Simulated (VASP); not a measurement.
# BN (I-4m2) in VASP: further runs, part 2 of 3

VASP 6.6.1. Earlier steps stand in the parts before.

## (3) Single point, r2SCAN

This run uses another cell than the first one, of the same volume but with other edges.

The input, POSCAR:

```
BN
1.0
    0.0000000000      1.6536792422      2.1497830149
    1.6536792422      0.0000000000      2.1497830149
    1.6536792422      1.6536792422      0.0000000000
B N
1 1
Direct
    0.0000000000      0.0000000000      0.0000000000
    0.7500000000      0.7500000000      0.7500000000
```

The input, INCAR.step1:

```
PREC = Accurate ; ENCUT = 520
ISMEAR = 0 ; SIGMA = 0.05
LREAL = False ; LASPH = True
NELM = 100 ; NBANDS = 11
GGA = PE ; ALGO = Normal
EDIFF = 1E-4 ; LWAVE = True
LCHARG = False
```

The input, INCAR.step2:

```
PREC = Accurate ; ENCUT = 520
EDIFF = 1E-6 ; ISMEAR = 0
SIGMA = 0.05 ; LREAL = False
LASPH = True ; NELM = 100
ALGO = Normal ; ISIF = 2
LWAVE = False ; LCHARG = False
METAGGA = R2SCAN ; LMIXTAU = True
NBANDS = 11 ; ISTART = 1
```

The input, KPOINTS:

```
regular mesh
0
Gamma
  12 12 12
```

Potentials or basis: VASP PAW PBE potentials, release 64 (B, N).

The run is started by

```
> cat potpaw_PBE.64/B/POTCAR potpaw_PBE.64/N/POTCAR > POTCAR
> cp INCAR.step1 INCAR
> mpirun -np 1 vasp_std > vasp.out
> cp INCAR.step2 INCAR
> mpirun -np 1 vasp_std > vasp.out
```

OUTCAR:

```text
PREC = Accurate
   ENCUT = 520
   EDIFF = 1E-6
   ISMEAR = 0
   LREAL = False
   LASPH = True
   NELM = 100
   ISIF = 2
   METAGGA = R2SCAN
   ISTART = 1

 ion  position               nearest neighbor table
   1  0.000  0.000  0.000-   2 1.59   2 1.59   2 1.59   2 1.59
   2  0.750  0.750  0.750-   1 1.59   1 1.59   1 1.59   1 1.59

  LATTYP: Found a body centered tetragonal cell.
 ALAT       =     2.3386556121
 C/A-ratio  =     1.8384776311

  Lattice vectors:

 A1 = (  -1.6536792422,   0.0000000000,   2.1497830149)
 A2 = (   1.6536792422,   0.0000000000,   2.1497830149)
 A3 = (   0.0000000000,   1.6536792422,  -2.1497830149)

Analysis of symmetry for initial positions (statically):
=====================================================================
 Subroutine PRICEL returns:
 Original cell was already a primitive cell.

 Routine SETGRP: Setting up the symmetry group for a
 body centered tetragonal supercell.

 Subroutine GETGRP returns: Found  8 space group operations
 (whereof  8 operations were pure point group operations)
 out of a pool of 16 trial point group operations.

The static configuration has the point symmetry D_2d.

Analysis of symmetry for dynamics (positions and initial velocities):
=====================================================================
 Subroutine PRICEL returns:
 Original cell was already a primitive cell.

 Routine SETGRP: Setting up the symmetry group for a
 body centered tetragonal supercell.

 Subroutine GETGRP returns: Found  8 space group operations
 (whereof  8 operations were pure point group operations)
 out of a pool of 16 trial point group operations.

The dynamic configuration has the point symmetry D_2d.

 Subroutine INISYM returns: Found  8 space group operations
 (whereof  8 operations are pure point group operations),
 and found     1 'primitive' translations

----------------------------------------------------------------------------------------

                                     Primitive cell

  volume of cell :      11.7578

[... 111 lines left out ...]
  Thomas-Fermi vector in A             =   2.558695
   LORBIT       =      0    0 simple, 1 ext, 2 COOP (PROOUT), +10 PAW based schemes
   METAGGA = R2SCAN    functional components
   LHFCALC =     F    Hartree Fock is set to
   AEXX    =    0.0000 exact exchange contribution
   IVDW    =     0    specifies the selected vdW correction
   LEPSILON=     F    determine dielectric tensor
   LRPA    =     F    only Hartree local field effects (RPA)
 non-spin polarized calculation
 Gauss-broadening in eV      SIGMA  =   0.05
  energy-cutoff  :      520.00
  volume of cell :       11.76
 maximum number of plane-waves:       336
   NGX = 11   NGY = 11   NGZ =  9

 number of electron       8.0000001 magnetization

 Free energy of the ion-electron system (eV)
  ---------------------------------------------------
  ext. energy  EPLUGINS =         0.00000000
  ---------------------------------------------------
  free energy    TOTEN  =       -17.81579149 eV

  energy without entropy =      -17.81579149  energy(sigma->0) =      -17.81579149

 E-fermi :   9.1065     XC(G=0): -13.7280

 val. band max:        8.8527055491   @ k =  -0.0833   0.0833   0.0000
 cond. band min:      11.2297332902   @ k =   0.5000   0.0000   0.5000
 fundamental gap:      2.3770277412
 Fermi energy:         9.1065120274

 k-point     1 :       0.0000    0.0000    0.0000
  band No.  band energies     occupation
      1     -13.8696      2.00000
      2       4.8740      2.00000
      3       8.7892      2.00000
      4       8.7892      2.00000
      5      16.9655      0.00000
      6      16.9655      0.00000
      7      17.0823      0.00000
      8      18.8976      0.00000
      9      28.0736      0.00000
     10      31.1742      0.00000
     11      34.1937      0.00000
[... 309 lines left out ...]
 k-point    24 :      -0.4167    0.1667    0.0000
  band No.  band energies     occupation
      1      -9.0225      2.00000
      2      -2.9841      2.00000
      3       1.0001      2.00000
      4       7.5655      2.00000
      5      16.0129      0.00000
      6      21.4430      0.00000
      7      21.6121      0.00000
      8      23.6596      0.00000
      9      31.8685      0.00000
     10      33.6343      0.00000
     11      35.3460      0.00000

 [... further k-points ...]
[... 5 lines left out ...]
  --------------------------------------------------------------------------------------
  -------------------------------------------------------------------------------------
  Total        5.8907136      5.8907136    -11.0469939      0.0000000     -0.0000000      0.0000000
  in kB      802.6964071    802.6964071  -1505.3154596      0.0000000     -0.0000000      0.0000000
  external PRESSURE =      33.3591182 kB  Pullay stress =       0.0000000 kB

 VOLUME and BASIS-vectors are now :
 -----------------------------------------------------------------------------
  energy-cutoff  :      520.00
  volume of cell :       11.76
      direct lattice vectors                 reciprocal lattice vectors
     0.000000000  1.653679242  2.149783015    -0.302356096  0.302356096  0.232581612
     1.653679242  0.000000000  2.149783015     0.302356096 -0.302356096  0.232581612
     1.653679242  1.653679242  0.000000000     0.302356096  0.302356096 -0.232581612

 POSITION                                       TOTAL-FORCE (eV/Angst)
 -----------------------------------------------------------------------------------
      0.00000      0.00000      0.00000         0.000000      0.000000     -0.000000
      2.48052      2.48052      3.22467        -0.000000     -0.000000      0.000000
 -----------------------------------------------------------------------------------
    total drift:                               -0.000085     -0.000085     -0.000035

  FREE ENERGIE OF THE ION-ELECTRON SYSTEM (eV)
  ---------------------------------------------------
  free  energy   TOTEN  =       -17.8157914898 eV

  energy  without entropy=      -17.8157914898  energy(sigma->0) =      -17.81579149
```

It took 43 s on 1 thread of AMD EPYC 9R45 (Zen 5), shared host; peak memory 0.1 GiB.

What came out:

```
Free energy            : -17.8158 eV
Pressure               : 3.3 GPa
Band gap on the k mesh : 2.38 eV, indirect (least direct gap 5.09 eV)
```

Levels at points of the mesh, in eV from the valence-band top:
| k point | band 2 | band 3 | band 4 | band 5 | band 6 | band 7 |
| --- | --- | --- | --- | --- | --- | --- |
| (0.00, 0.00, 0.00) | -3.98 | -0.06 | -0.06 | 8.11 | 8.11 | 8.23 |
| (0.50, 0.00, 0.00) | -12.36 | -5.61 | -0.80 | 4.29 | 11.55 | 14.00 |
| (0.50, 0.50, 0.00) | -13.12 | -3.63 | -3.63 | 7.33 | 12.76 | 16.70 |
| (0.50, 0.00, 0.50) | -9.31 | -7.21 | -7.19 | 2.38 | 6.76 | 13.84 |

Caveat: the PAW data sets were made with another functional, which shifts forces and pressure a little. A k mesh can miss the band edges.

## (4) Single point, r2SCAN

This run uses another cell than the first one, of the same volume but with other edges.

The input, POSCAR:

```
BN
1.0
    0.0000000000      1.8556801262      1.7072257161
    1.8556801262      0.0000000000      1.7072257161
    1.8556801262      1.8556801262      0.0000000000
B N
1 1
Direct
    0.0000000000      0.0000000000      0.0000000000
    0.7500000000      0.7500000000      0.7500000000
```

The input, INCAR.step1:

```
SYSTEM = BN
PREC     = Accurate       ! precision mode
ENCUT    = 520            ! plane-wave cutoff, eV
ISMEAR   = 0              ! smearing method
SIGMA    = 0.05           ! smearing width, eV
LREAL    = .False.        ! projectors in reciprocal space
LASPH    = .True.         ! aspherical terms in the spheres
NELM     = 100            ! most SCF steps
NBANDS   = 11             ! bands
GGA      = PE             ! functional
ALGO     = Normal         ! electronic algorithm
EDIFF    = 1E-4           ! SCF threshold, eV
LWAVE    = .True.         ! write WAVECAR
LCHARG   = .False.        ! write CHGCAR
```

The input, INCAR.step2:

```
SYSTEM = BN
PREC     = Accurate       ! precision mode
ENCUT    = 520            ! plane-wave cutoff, eV
EDIFF    = 1E-6           ! SCF threshold, eV
ISMEAR   = 0              ! smearing method
SIGMA    = 0.05           ! smearing width, eV
LREAL    = .False.        ! projectors in reciprocal space
LASPH    = .True.         ! aspherical terms in the spheres
NELM     = 100            ! most SCF steps
ALGO     = Normal         ! electronic algorithm
ISIF     = 2              ! what is computed and relaxed
LWAVE    = .False.        ! write WAVECAR
LCHARG   = .False.        ! write CHGCAR
METAGGA  = R2SCAN         ! meta-GGA
LMIXTAU  = .True.       
NBANDS   = 11             ! bands
ISTART   = 1
```

The input, KPOINTS:

```
Automatic mesh
0
Gamma
  12 12 12
  0 0 0
```

Potentials or basis: VASP PAW PBE potentials, release 64 (B, N).

The run is started by

```
> cat potpaw_PBE.64/B/POTCAR potpaw_PBE.64/N/POTCAR > POTCAR
> cp INCAR.step1 INCAR
> mpirun -np 1 vasp_std > vasp.out
> cp INCAR.step2 INCAR
> mpirun -np 1 vasp_std > vasp.out
```

OUTCAR:

```text
SYSTEM = BN
   PREC = Accurate
   ENCUT = 520
   EDIFF = 1E-6
   ISMEAR = 0
   LREAL = .False.
   LASPH = .True.
   NELM = 100
   ISIF = 2
   METAGGA = R2SCAN
   ISTART = 1

 ion  position               nearest neighbor table
   1  0.000  0.000  0.000-   2 1.57   2 1.57   2 1.57   2 1.57
   2  0.750  0.750  0.750-   1 1.57   1 1.57   1 1.57   1 1.57

  LATTYP: Found a body centered tetragonal cell.
 ALAT       =     2.6243280019
 C/A-ratio  =     1.3010764774

  Lattice vectors:

 A1 = (   0.0000000000,  -1.8556801262,  -1.7072257161)
 A2 = (   0.0000000000,   1.8556801262,  -1.7072257161)
 A3 = (   1.8556801262,   0.0000000000,   1.7072257161)

Analysis of symmetry for initial positions (statically):
=====================================================================
 Subroutine PRICEL returns:
 Original cell was already a primitive cell.

 Routine SETGRP: Setting up the symmetry group for a
 body centered tetragonal supercell.

 Subroutine GETGRP returns: Found  8 space group operations
 (whereof  8 operations were pure point group operations)
 out of a pool of 16 trial point group operations.

The static configuration has the point symmetry D_2d.

Analysis of symmetry for dynamics (positions and initial velocities):
=====================================================================
 Subroutine PRICEL returns:
 Original cell was already a primitive cell.

 Routine SETGRP: Setting up the symmetry group for a
 body centered tetragonal supercell.

 Subroutine GETGRP returns: Found  8 space group operations
 (whereof  8 operations were pure point group operations)
 out of a pool of 16 trial point group operations.

The dynamic configuration has the point symmetry D_2d.

 Subroutine INISYM returns: Found  8 space group operations
 (whereof  8 operations are pure point group operations),
 and found     1 'primitive' translations

----------------------------------------------------------------------------------------

                                     Primitive cell

  volume of cell :      11.7578

  direct lattice vectors                    reciprocal lattice vectors
     0.000000000  1.855680126  1.707225716    -0.269442989  0.269442989  0.292872814
     1.855680126  0.000000000  1.707225716     0.269442989 -0.269442989  0.292872814
     1.855680126  1.855680126  0.000000000     0.269442989  0.269442989 -0.292872814

  length of vectors
     2.521540873  2.521540873  2.624328002     0.480597060  0.480597060  0.480597060

  position of ions in fractional coordinates (direct lattice)
     0.000000000  0.000000000  0.000000000
     0.750000000  0.750000000  0.750000000

  ion indices of the primitive-cell ions
   primitive index   ion index
                 1           1
                 2           2

----------------------------------------------------------------------------------------

 KPOINTS: Automatic mesh

Automatic generation of k-mesh.
 Grid dimensions read from file:
 generate k-points for:   12   12   12

 Generating k-lattice:

  Cartesian coordinates                     Fractional coordinates (reciprocal lattice)
    -0.022453582  0.022453582  0.024406068     0.083333333  0.000000000  0.000000000
     0.022453582 -0.022453582  0.024406068     0.000000000  0.083333333  0.000000000
     0.022453582  0.022453582 -0.024406068    -0.000000000 -0.000000000  0.083333333

  Length of vectors
     0.040049755  0.040049755  0.040049755

  Shift w.r.t. Gamma in fractional coordinates (k-lattice)
     0.000000000  0.000000000  0.000000000

 Subroutine IBZKPT returns following result:
 ===========================================

 Found    163 irreducible k-points:

 Following reciprocal coordinates:
            Coordinates               Weight
  0.000000  0.000000  0.000000      1.000000
  0.083333  0.000000  0.000000      8.000000
  0.166667  0.000000  0.000000      8.000000
  0.250000  0.000000  0.000000      8.000000
  0.333333  0.000000  0.000000      8.000000
  0.416667  0.000000  0.000000      8.000000
[... 16 lines left out ...]
  0.500000  0.166667  0.000000      8.000000
 -0.416667  0.166667  0.000000      8.000000
 [... further k-points ...]
   k-points           NKPTS =    163   k-points in BZ     NKDIM =    163   number of bands    NBANDS=     11
   number of dos      NEDOS =    301   number of ions     NIONS =      2
   total plane-waves  NPLWV =   8000
   dimension x,y,z NGX =    20 NGY =   20 NGZ =   20
   dimension x,y,z NGXF=    40 NGYF=   40 NGZF=   40
   ions per type =               1   1
   NGX,Y,Z   is equivalent  to a cutoff of  13.19, 13.19, 12.67 a.u.
   NGXF,Y,Z  is equivalent  to a cutoff of  26.37, 26.37, 25.34 a.u.
 SYSTEM =  BN
   PREC   = accura    normal or accurate (medium, high low for compatibility)
   ISTART =      1    job   : 0-new  1-cont  2-samecut
   ICHARG =      0    charge: 1-file 2-atom 10-const
   ISPIN  =      1    spin polarized calculation?
   LNONCOLLINEAR =      F non collinear calculations
   LSORBIT =      F    spin-orbit coupling
   LASPH  =      T    aspherical Exc in radial PAW
   ENCUT  =  520.0 eV  38.22 Ry    6.18 a.u.   4.69  4.69  4.88*2*pi/ulx,y,z
   NELM   =    100;   NELMIN=  2; NELMDL=  0     # of ELM steps
   EDIFF  = 0.1E-05   stopping-criterion for ELM
   LREAL  =      F    real-space projection
   EDIFFG = 0.1E-04   stopping-criterion for IOM
   NSW    =      0    number of steps for IOM
   IBRION =     -1    ionic relax: 0-MD 1-quasi-New 2-CG
   NFREE  =      0    steps in history (QN), initial steepest desc. (CG)
   ISIF   =      2    stress and relaxation
   ISYM   =      2    0-nonsym 1-usesym 2-fastsym
   POTIM  = 0.5000    time-step for ionic-motion
   TEBEG  =    0.0;   TEEND  =   0.0 temperature during run
   PSTRESS=    0.0 pullay stress
   NELECT =       8.0000    total number of electrons
   NUPDOWN=      -1.0000    fix difference up-down
   EMIN   =  10.00;   EMAX   =-10.00  energy-range for DOS
   EFERMI =   0.00;   METHOD = LEGACY
   ISMEAR =     0;   SIGMA  =   0.05  broadening in eV -4-tet -1-fermi 0-gaus
   EFERMI_NEDOS =   21; number of points for ismear=-14 and -15
   IALGO  =     38    algorithm
   IMIX   =      4    mixing-type and parameters
     AMIX     =   0.40;   BMIX     =  1.00
     AMIX_MAG =   1.60;   BMIX_MAG =  1.00
  volume/ion in A,a.u.               =       5.88        39.67
  Fermi-wavevector in a.u.,A,eV,Ry     =   1.439889  2.720996 28.208703  2.073281
  Thomas-Fermi vector in A             =   2.558695
   LORBIT       =      0    0 simple, 1 ext, 2 COOP (PROOUT), +10 PAW based schemes
   METAGGA = R2SCAN    functional components
   LHFCALC =     F    Hartree Fock is set to
   AEXX    =    0.0000 exact exchange contribution
   IVDW    =     0    specifies the selected vdW correction
   LEPSILON=     F    determine dielectric tensor
   LRPA    =     F    only Hartree local field effects (RPA)
 non-spin polarized calculation
 Gauss-broadening in eV      SIGMA  =   0.05
  energy-cutoff  :      520.00
  volume of cell :       11.76
 maximum number of plane-waves:       326
   NGX =  9   NGY =  9   NGZ =  9

 number of electron       7.9999999 magnetization

 Free energy of the ion-electron system (eV)
  ---------------------------------------------------
  ext. energy  EPLUGINS =         0.00000000
  ---------------------------------------------------
  free energy    TOTEN  =       -19.07033783 eV

  energy without entropy =      -19.07033783  energy(sigma->0) =      -19.07033783

 E-fermi :   8.1016     XC(G=0): -13.6759

 val. band max:        7.7988527372   @ k =   0.0000   0.0000   0.0000
 cond. band min:      11.3859369127   @ k =   0.5000   0.5000   0.0000
 fundamental gap:      3.5870841755
 Fermi energy:         8.1015650647

 k-point     1 :       0.0000    0.0000    0.0000
  band No.  band energies     occupation
      1     -14.0283      2.00000
      2       7.0674      2.00000
      3       7.0674      2.00000
      4       7.7989      2.00000
      5      16.5347      0.00000
      6      17.1239      0.00000
      7      17.1239      0.00000
      8      18.4157      0.00000
      9      33.5859      0.00000
     10      33.9650      0.00000
     11      35.8067      0.00000
[... 309 lines left out ...]
 k-point    24 :      -0.4167    0.1667    0.0000
  band No.  band energies     occupation
      1      -9.3336      2.00000
      2      -2.9487      2.00000
      3       3.7365      2.00000
      4       3.9457      2.00000
      5      16.2927      0.00000
      6      20.1814      0.00000
      7      20.9859      0.00000
      8      24.1514      0.00000
      9      29.2285      0.00000
     10      33.9533      0.00000
     11      35.5180      0.00000

 [... further k-points ...]
[... 5 lines left out ...]
  --------------------------------------------------------------------------------------
  -------------------------------------------------------------------------------------
  Total       -1.0876078     -1.0876078      2.4040284      0.0000000     -0.0000000      0.0000000
  in kB     -148.2025662   -148.2025662    327.5842456      0.0000000     -0.0000000      0.0000000
  external PRESSURE =      10.3930377 kB  Pullay stress =       0.0000000 kB

 VOLUME and BASIS-vectors are now :
 -----------------------------------------------------------------------------
  energy-cutoff  :      520.00
  volume of cell :       11.76
      direct lattice vectors                 reciprocal lattice vectors
     0.000000000  1.855680126  1.707225716    -0.269442989  0.269442989  0.292872814
     1.855680126  0.000000000  1.707225716     0.269442989 -0.269442989  0.292872814
     1.855680126  1.855680126  0.000000000     0.269442989  0.269442989 -0.292872814

 POSITION                                       TOTAL-FORCE (eV/Angst)
 -----------------------------------------------------------------------------------
      0.00000      0.00000      0.00000         0.000000      0.000000     -0.000000
      2.78352      2.78352      2.56084        -0.000000     -0.000000      0.000000
 -----------------------------------------------------------------------------------
    total drift:                               -0.000001     -0.000001      0.000002

  FREE ENERGIE OF THE ION-ELECTRON SYSTEM (eV)
  ---------------------------------------------------
  free  energy   TOTEN  =       -19.0703378263 eV

  energy  without entropy=      -19.0703378263  energy(sigma->0) =      -19.07033783
```

It took 46 s on 1 thread of AMD EPYC 9R45 (Zen 5), shared host; peak memory 0.1 GiB.

Results:

| Item | Value |
| --- | --- |
| Free energy | -19.0703 eV |
| Pressure | 1.0 GPa |
| Band gap on the k mesh | 3.59 eV, indirect (least direct gap 8.74 eV) |

Stress tensor (GPa, compression positive):
```
-14.82   0.00   0.00
  0.00 -14.82   0.00
  0.00   0.00  32.76
```

Caveat: the PAW data sets were made with another functional, which shifts forces and pressure a little. A k mesh can miss the band edges.

(Part 2 of 3 ends here.)
